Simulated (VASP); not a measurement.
# SrO (R3m) in VASP: a series of runs

The runs below take SrO through single point, with r2SCAN.

Everything below comes from runs of VASP 6.6.1. Logs are shortened: lines on timing, memory, paths and dates and some standing lists are left out, and cuts for length are marked.

### Step 1. The cell of the first run

It takes space group R3m (No. 160, trigonal). The conventional cell has a = 3.649 Å, b = 3.649 Å, c = 8.938 Å, α = 90.00°, β = 90.00°, γ = 120.00°. Sr (site symmetry 3m) has 6 O at 2.33 to 2.90 Å within 3.1 Å. Within 3.1 Å of O (site symmetry 3m) lie 6 Sr at 2.33 to 2.90 Å.

### Step 2. Single point, r2SCAN (all Sr atoms moved -0.500 Å, as atom 1 along Cartesian [1 1 1])

File POSCAR:

```
SrO
1.0
    0.0000000000      2.5801476905      2.5801476905
    2.5801476905      0.0000000000      2.5801476905
    2.5801476905      2.5801476905      0.0000000000
Sr O
1 1
Direct
   -0.0559415912     -0.0559415912     -0.0559415912
    0.5000000000      0.5000000000      0.5000000000
```

File INCAR.step1:

```
SYSTEM = SrO
  ALGO = Normal
  EDIFF = 1E-4
  ENCUT = 520
  GGA = PE
  ISMEAR = 0
  LASPH = .True.
  LCHARG = .False.
  LREAL = .False.
  LWAVE = .True.
  NBANDS = 15
  NELM = 100
  PREC = Accurate
  SIGMA = 0.05
```

File INCAR.step2:

```
SYSTEM = SrO
  ALGO = Normal
  EDIFF = 1E-6
  ENCUT = 520
  ISIF = 2
  ISMEAR = 0
  ISTART = 1
  LASPH = .True.
  LCHARG = .False.
  LMIXTAU = .True.
  LREAL = .False.
  LWAVE = .False.
  METAGGA = R2SCAN
  NBANDS = 15
  NELM = 100
  PREC = Accurate
  SIGMA = 0.05
```

File KPOINTS:

```
k-points
0
Gamma
  8 8 8
  0 0 0
```

Potentials or basis: VASP PAW PBE potentials, release 64 (Sr_sv, O).

Run with:

```console
$ cat potpaw_PBE.64/Sr_sv/POTCAR potpaw_PBE.64/O/POTCAR > POTCAR
$ cp INCAR.step1 INCAR
$ mpirun -np 1 vasp_std > vasp.out
$ cp INCAR.step2 INCAR
$ mpirun -np 1 vasp_std > vasp.out
```

OUTCAR:

```text
SYSTEM = SrO
   EDIFF = 1E-6
   ENCUT = 520
   ISIF = 2
   ISMEAR = 0
   ISTART = 1
   LASPH = .True.
   LREAL = .False.
   METAGGA = R2SCAN
   NELM = 100
   PREC = Accurate

 ion  position               nearest neighbor table
   1  0.944  0.944  0.944-   2 2.33   2 2.33   2 2.33   2 2.90   2 2.90   2 2.90
   2  0.500  0.500  0.500-   1 2.33   1 2.33   1 2.33   1 2.90   1 2.90   1 2.90

  LATTYP: Found a face centered cubic cell.
 ALAT       =     5.1602953810

  Lattice vectors:

 A1 = (   0.0000000000,   2.5801476905,   2.5801476905)
 A2 = (   2.5801476905,   0.0000000000,   2.5801476905)
 A3 = (   2.5801476905,   2.5801476905,   0.0000000000)

Analysis of symmetry for initial positions (statically):
=====================================================================
 Subroutine PRICEL returns:
 Original cell was already a primitive cell.

 Routine SETGRP: Setting up the symmetry group for a
 face centered cubic supercell.

 Subroutine GETGRP returns: Found  6 space group operations
 (whereof  6 operations were pure point group operations)
 out of a pool of 48 trial point group operations.

The static configuration has the point symmetry C_3v.

Analysis of symmetry for dynamics (positions and initial velocities):
=====================================================================
 Subroutine PRICEL returns:
 Original cell was already a primitive cell.

 Routine SETGRP: Setting up the symmetry group for a
 face centered cubic supercell.

 Subroutine GETGRP returns: Found  6 space group operations
 (whereof  6 operations were pure point group operations)
 out of a pool of 48 trial point group operations.

The dynamic configuration has the point symmetry C_3v.

 Subroutine INISYM returns: Found  6 space group operations
 (whereof  6 operations are pure point group operations),
 and found     1 'primitive' translations

----------------------------------------------------------------------------------------

                                     Primitive cell

  volume of cell :      34.3529

  direct lattice vectors                    reciprocal lattice vectors
     0.000000000  2.580147691  2.580147691    -0.193787356  0.193787356  0.193787356
     2.580147691  0.000000000  2.580147691     0.193787356 -0.193787356  0.193787356
     2.580147691  2.580147691  0.000000000     0.193787356  0.193787356 -0.193787356

  length of vectors
     3.648879857  3.648879857  3.648879857     0.335649547  0.335649547  0.335649547

  position of ions in fractional coordinates (direct lattice)
     0.944058409  0.944058409  0.944058409
     0.500000000  0.500000000  0.500000000

  ion indices of the primitive-cell ions
   primitive index   ion index
                 1           1
                 2           2

----------------------------------------------------------------------------------------

 KPOINTS: k-points

Automatic generation of k-mesh.
 Grid dimensions read from file:
 generate k-points for:    8    8    8

 Generating k-lattice:

  Cartesian coordinates                     Fractional coordinates (reciprocal lattice)
    -0.024223420  0.024223420  0.024223420     0.125000000  0.000000000  0.000000000
     0.024223420 -0.024223420  0.024223420     0.000000000  0.125000000  0.000000000
     0.024223420  0.024223420 -0.024223420     0.000000000  0.000000000  0.125000000

  Length of vectors
     0.041956193  0.041956193  0.041956193

  Shift w.r.t. Gamma in fractional coordinates (k-lattice)
     0.000000000  0.000000000  0.000000000

 Subroutine IBZKPT returns following result:
 ===========================================

 Found     65 irreducible k-points:

 Following reciprocal coordinates:
            Coordinates               Weight
  0.000000  0.000000  0.000000      1.000000
  0.125000  0.000000  0.000000      6.000000
  0.125000  0.125000  0.125000      2.000000
  0.250000  0.000000  0.000000      6.000000
  0.250000  0.250000  0.250000      2.000000
  0.375000  0.000000  0.000000      6.000000
[... 16 lines left out ...]
 -0.250000  0.125000  0.000000     12.000000
  0.125000  0.125000  0.375000      6.000000
 [... further k-points ...]
   k-points           NKPTS =     65   k-points in BZ     NKDIM =     65   number of bands    NBANDS=     15
   number of dos      NEDOS =    301   number of ions     NIONS =      2
   total plane-waves  NPLWV =  21952
   dimension x,y,z NGX =    28 NGY =   28 NGZ =   28
   dimension x,y,z NGXF=    56 NGYF=   56 NGZF=   56
   ions per type =               1   1
   NGX,Y,Z   is equivalent  to a cutoff of  12.76, 12.76, 12.76 a.u.
   NGXF,Y,Z  is equivalent  to a cutoff of  25.51, 25.51, 25.51 a.u.
 SYSTEM =  SrO
   PREC   = accura    normal or accurate (medium, high low for compatibility)
   ISTART =      1    job   : 0-new  1-cont  2-samecut
   ICHARG =      0    charge: 1-file 2-atom 10-const
   ISPIN  =      1    spin polarized calculation?
   LNONCOLLINEAR =      F non collinear calculations
   LSORBIT =      F    spin-orbit coupling
   LASPH  =      T    aspherical Exc in radial PAW
   ENCUT  =  520.0 eV  38.22 Ry    6.18 a.u.   6.78  6.78  6.78*2*pi/ulx,y,z
   NELM   =    100;   NELMIN=  2; NELMDL=  0     # of ELM steps
   EDIFF  = 0.1E-05   stopping-criterion for ELM
   LREAL  =      F    real-space projection
[... 7 lines left out ...]
   TEBEG  =    0.0;   TEEND  =   0.0 temperature during run
   PSTRESS=    0.0 pullay stress
   NELECT =      16.0000    total number of electrons
   NUPDOWN=      -1.0000    fix difference up-down
   EMIN   =  10.00;   EMAX   =-10.00  energy-range for DOS
   EFERMI =   0.00;   METHOD = LEGACY
   ISMEAR =     0;   SIGMA  =   0.05  broadening in eV -4-tet -1-fermi 0-gaus
   EFERMI_NEDOS =   21; number of points for ismear=-14 and -15
   IALGO  =     38    algorithm
   IMIX   =      4    mixing-type and parameters
     AMIX     =   0.40;   BMIX     =  1.00
     AMIX_MAG =   1.60;   BMIX_MAG =  1.00
  volume/ion in A,a.u.               =      17.18       115.91
  Fermi-wavevector in a.u.,A,eV,Ry     =   1.268996  2.398055 21.910154  1.610351
  Thomas-Fermi vector in A             =   2.402061
   LORBIT       =      0    0 simple, 1 ext, 2 COOP (PROOUT), +10 PAW based schemes
   METAGGA = R2SCAN    functional components
   LHFCALC =     F    Hartree Fock is set to
   AEXX    =    0.0000 exact exchange contribution
   IVDW    =     0    specifies the selected vdW correction
   LEPSILON=     F    determine dielectric tensor
   LRPA    =     F    only Hartree local field effects (RPA)
 non-spin polarized calculation
 Gauss-broadening in eV      SIGMA  =   0.05
  energy-cutoff  :      520.00
  volume of cell :       34.35
 maximum number of plane-waves:       941
   NGX = 13   NGY = 13   NGZ = 13

 number of electron      15.9999998 magnetization

 Free energy of the ion-electron system (eV)
  ---------------------------------------------------
  ext. energy  EPLUGINS =         0.00000000
  ---------------------------------------------------
  free energy    TOTEN  =       -26.72315351 eV

  energy without entropy =      -26.72315351  energy(sigma->0) =      -26.72315351

 E-fermi :   1.3418     XC(G=0): -10.4750

 val. band max:        1.0562532075   @ k =   0.5000   0.5000   0.0000
 cond. band min:       5.6405309997   @ k =   0.0000   0.0000   0.0000
 fundamental gap:      4.5842777922
 Fermi energy:         1.3418021421

 k-point     1 :       0.0000    0.0000    0.0000
  band No.  band energies     occupation
      1     -32.0602      2.00000
      2     -15.1242      2.00000
      3     -13.1079      2.00000
      4     -13.1079      2.00000
      5     -12.8600      2.00000
      6       0.7471      2.00000
      7       0.7729      2.00000
      8       0.7729      2.00000
      9       5.6405      0.00000
     10       8.3661      0.00000
     11       8.3661      0.00000
     12       9.2203      0.00000
     13      11.1708      0.00000
     14      11.1708      0.00000
     15      14.4110      0.00000

 k-point     2 :       0.1250    0.0000    0.0000
  band No.  band energies     occupation
      1     -32.0388      2.00000
      2     -15.3720      2.00000
      3     -13.1999      2.00000
      4     -13.1252      2.00000
      5     -12.5905      2.00000
      6       0.3261      2.00000
      7       0.7027      2.00000
      8       0.8698      2.00000
      9       6.2213      0.00000
     10       8.0282      0.00000
     11       8.4559      0.00000
     12       9.2504      0.00000
     13      11.6312      0.00000
     14      11.7370      0.00000
     15      15.4063      0.00000

 k-point     3 :       0.1250    0.1250    0.1250
  band No.  band energies     occupation
      1     -32.0412      2.00000
      2     -15.2822      2.00000
      3     -13.1198      2.00000
      4     -13.1198      2.00000
      5     -12.7727      2.00000
      6       0.4383      2.00000
      7       0.6298      2.00000
      8       0.6298      2.00000
      9       6.2532      0.00000
     10       8.6750      0.00000
     11       8.6750      0.00000
     12       8.9220      0.00000
     13      11.4939      0.00000
     14      11.4939      0.00000
     15      15.5475      0.00000
[... 343 lines left out ...]
 k-point    23 :      -0.2500    0.1250    0.0000
  band No.  band energies     occupation
      1     -31.9539      2.00000
      2     -16.0617      2.00000
      3     -13.3751      2.00000
      4     -13.2090      2.00000
      5     -12.0522      2.00000
      6      -0.2808      2.00000
      7       0.4879      2.00000
      8       0.6927      2.00000
      9       7.3276      0.00000
     10       8.1680      0.00000
     11       9.5783      0.00000
     12       9.9218      0.00000
     13      12.5501      0.00000
     14      13.6239      0.00000
     15      18.2497      0.00000

 k-point    24 :       0.1250    0.1250    0.3750
  band No.  band energies     occupation
      1     -31.9582      2.00000
      2     -15.9538      2.00000
      3     -13.3971      2.00000
      4     -13.1595      2.00000
      5     -12.1915      2.00000
      6      -0.4682      2.00000
      7       0.2747      2.00000
      8       0.8361      2.00000
      9       7.3273      0.00000
     10       8.5808      0.00000
     11       9.1962      0.00000
     12      11.0016      0.00000
     13      12.5538      0.00000
     14      13.1292      0.00000
     15      18.0453      0.00000

 [... further k-points ...]

------------------------ aborting loop because EDIFF is reached ----------------------------------------

  FORCE on cell =-STRESS in cart. coord.  units (eV):
  Direction    XX          YY          ZZ          XY          YZ          ZX
  --------------------------------------------------------------------------------------
  -------------------------------------------------------------------------------------
  Total        1.5775348      1.5775348      1.5775348     -0.4191670     -0.4191670     -0.4191670
  in kB       73.5742469     73.5742469     73.5742469    -19.5494250    -19.5494250    -19.5494250
  external PRESSURE =      73.5742469 kB  Pullay stress =       0.0000000 kB

 VOLUME and BASIS-vectors are now :
 -----------------------------------------------------------------------------
  energy-cutoff  :      520.00
  volume of cell :       34.35
      direct lattice vectors                 reciprocal lattice vectors
     0.000000000  2.580147691  2.580147691    -0.193787356  0.193787356  0.193787356
     2.580147691  0.000000000  2.580147691     0.193787356 -0.193787356  0.193787356
     2.580147691  2.580147691  0.000000000     0.193787356  0.193787356 -0.193787356

 POSITION                                       TOTAL-FORCE (eV/Angst)
 -----------------------------------------------------------------------------------
      4.87162      4.87162      4.87162         0.813252      0.813252      0.813252
      2.58015      2.58015      2.58015        -0.813252     -0.813252     -0.813252
 -----------------------------------------------------------------------------------
    total drift:                               -0.000440     -0.000440     -0.000440

  FREE ENERGIE OF THE ION-ELECTRON SYSTEM (eV)
  ---------------------------------------------------
  free  energy   TOTEN  =       -26.7231535067 eV

  energy  without entropy=      -26.7231535067  energy(sigma->0) =      -26.72315351
```

It took 73 s on 1 thread of Intel Xeon Platinum 8488C (Sapphire Rapids), shared host; peak memory 0.19 GiB.

What came out:

* Free energy: -26.7232 eV
* Pressure: 7.4 GPa
* Largest force: 1.409 eV/Å
* Band gap on the k mesh: 4.58 eV, indirect (least direct gap 4.87 eV)

Forces in eV/Å, atoms in the order of the input:
```
Sr   0.813  0.813  0.813
O   -0.813 -0.813 -0.813
```

Caveat: the cell differs from its parent crystal (all Sr atoms moved -0.500 Å, as atom 1 along Cartesian [1 1 1]); the PAW data sets were made with another functional, which shifts forces and pressure a little. A k mesh can miss the band edges.

### Step 3. Single point, r2SCAN (all Sr atoms moved +0.375 Å, as atom 1 along Cartesian [1 1 1])

Changes to POSCAR since step 2:

```diff
@@ -8,3 +8,3 @@
 Direct
-   -0.0559415912     -0.0559415912     -0.0559415912
+    0.0419561934      0.0419561934      0.0419561934
     0.5000000000      0.5000000000      0.5000000000
```

File INCAR.step1:

```
SYSTEM = SrO
  PREC = Accurate
  ENCUT = 520
  ISMEAR = 0
  SIGMA = 0.05
  LREAL = .FALSE.
  LASPH = .TRUE.
  NELM = 80
  NBANDS = 15
  GGA = PE
  ALGO = Normal
  EDIFF = 1E-4
  LWAVE = .TRUE.
  LCHARG = .FALSE.
```

File INCAR.step2:

```
SYSTEM = SrO
  PREC = Accurate
  ENCUT = 520
  EDIFF = 1E-7
  ISMEAR = 0
  SIGMA = 0.05
  LREAL = .FALSE.
  LASPH = .TRUE.
  NELM = 80
  ALGO = Normal
  ISIF = 2
  LWAVE = .FALSE.
  LCHARG = .FALSE.
  METAGGA = R2SCAN
  LMIXTAU = .TRUE.
  NBANDS = 15
  ISTART = 1
```

File KPOINTS:

```
regular mesh
0
G
  8 8 8
  0 0 0
```

Potentials or basis: VASP PAW PBE potentials, release 64 (Sr_sv, O).

Run with:

```console
$ cat potpaw_PBE.64/Sr_sv/POTCAR potpaw_PBE.64/O/POTCAR > POTCAR
$ cp INCAR.step1 INCAR
$ mpirun -np 1 vasp_std > vasp.out
$ cp INCAR.step2 INCAR
$ mpirun -np 1 vasp_std > vasp.out
```

OUTCAR:

```text
SYSTEM = SrO
   PREC = Accurate
   ENCUT = 520
   EDIFF = 1E-7
   ISMEAR = 0
   LREAL = .FALSE.
   LASPH = .TRUE.
   NELM = 80
   ISIF = 2
   METAGGA = R2SCAN
   ISTART = 1

 ion  position               nearest neighbor table
   1  0.042  0.042  0.042-   2 2.38   2 2.38   2 2.38   2 2.81   2 2.81   2 2.81
   2  0.500  0.500  0.500-   1 2.38   1 2.38   1 2.38   1 2.81   1 2.81   1 2.81

  LATTYP: Found a face centered cubic cell.
 ALAT       =     5.1602953810

  Lattice vectors:

[... 620 lines left out ...]

  FORCE on cell =-STRESS in cart. coord.  units (eV):
  Direction    XX          YY          ZZ          XY          YZ          ZX
  --------------------------------------------------------------------------------------
  -------------------------------------------------------------------------------------
  Total        0.9416820      0.9416820      0.9416820     -0.2068701     -0.2068701     -0.2068701
  in kB       43.9188688     43.9188688     43.9188688     -9.6481612     -9.6481612     -9.6481612
  external PRESSURE =      43.9188688 kB  Pullay stress =       0.0000000 kB

 VOLUME and BASIS-vectors are now :
 -----------------------------------------------------------------------------
  energy-cutoff  :      520.00
  volume of cell :       34.35
      direct lattice vectors                 reciprocal lattice vectors
     0.000000000  2.580147691  2.580147691    -0.193787356  0.193787356  0.193787356
     2.580147691  0.000000000  2.580147691     0.193787356 -0.193787356  0.193787356
     2.580147691  2.580147691  0.000000000     0.193787356  0.193787356 -0.193787356

 POSITION                                       TOTAL-FORCE (eV/Angst)
 -----------------------------------------------------------------------------------
      0.21651      0.21651      0.21651        -0.585924     -0.585924     -0.585924
      2.58015      2.58015      2.58015         0.585924      0.585924      0.585924
 -----------------------------------------------------------------------------------
    total drift:                               -0.000084     -0.000084     -0.000084

  FREE ENERGIE OF THE ION-ELECTRON SYSTEM (eV)
  ---------------------------------------------------
  free  energy   TOTEN  =       -26.8745376182 eV

  energy  without entropy=      -26.8745376182  energy(sigma->0) =      -26.87453762
```

OSZICAR.step1:

```text
N       E                     dE             d eps       ncg     rms          rms(c)
DAV:   1     0.644464657990E+02    0.64446E+02   -0.80007E+03  1958   0.101E+03
DAV:   2    -0.105214202583E+02   -0.74968E+02   -0.69229E+02  2654   0.220E+02
DAV:   3    -0.141513945105E+02   -0.36300E+01   -0.36146E+01  2933   0.413E+01
DAV:   4    -0.141991720537E+02   -0.47778E-01   -0.47765E-01  2360   0.456E+00
DAV:   5    -0.141997227930E+02   -0.55074E-03   -0.55074E-03  2608   0.330E-01    0.188E+01
DAV:   6    -0.120332537777E+02    0.21665E+01   -0.71807E+00  1985   0.207E+01    0.205E+01
DAV:   7    -0.118890832796E+02    0.14417E+00   -0.34483E-01  2237   0.531E+00    0.115E+01
DAV:   8    -0.118806300608E+02    0.84532E-02   -0.11731E-01  2531   0.337E+00    0.777E-01
DAV:   9    -0.118828561813E+02   -0.22261E-02   -0.56284E-03  2784   0.516E-01    0.245E-01
DAV:  10    -0.118835033156E+02   -0.64713E-03   -0.54803E-04  2132   0.199E-01    0.569E-02
DAV:  11    -0.118836217264E+02   -0.11841E-03   -0.96998E-05  1948   0.751E-02    0.344E-02
DAV:  12    -0.118836450701E+02   -0.23344E-04   -0.31833E-05  1507   0.429E-02
   1 F= -.11883645E+02 E0= -.11883645E+02  d E =-.357051E-24
```

It took 85 s on 1 thread of Intel Xeon Platinum 8488C (Sapphire Rapids), shared host; peak memory 0.19 GiB.

Results:

- Free energy: -26.8745 eV
- Pressure: 4.4 GPa
- Largest force: 1.015 eV/Å
- Band gap on the k mesh: 4.60 eV, direct

Forces in eV/Å, atoms in the order of the input:
```
Sr  -0.586 -0.586 -0.586
O    0.586  0.586  0.586
```

Caveat: the cell differs from its parent crystal (all Sr atoms moved +0.375 Å, as atom 1 along Cartesian [1 1 1]); the PAW data sets were made with another functional, which shifts forces and pressure a little. A k mesh can miss the band edges.

(Continued in part 2 of 2.)
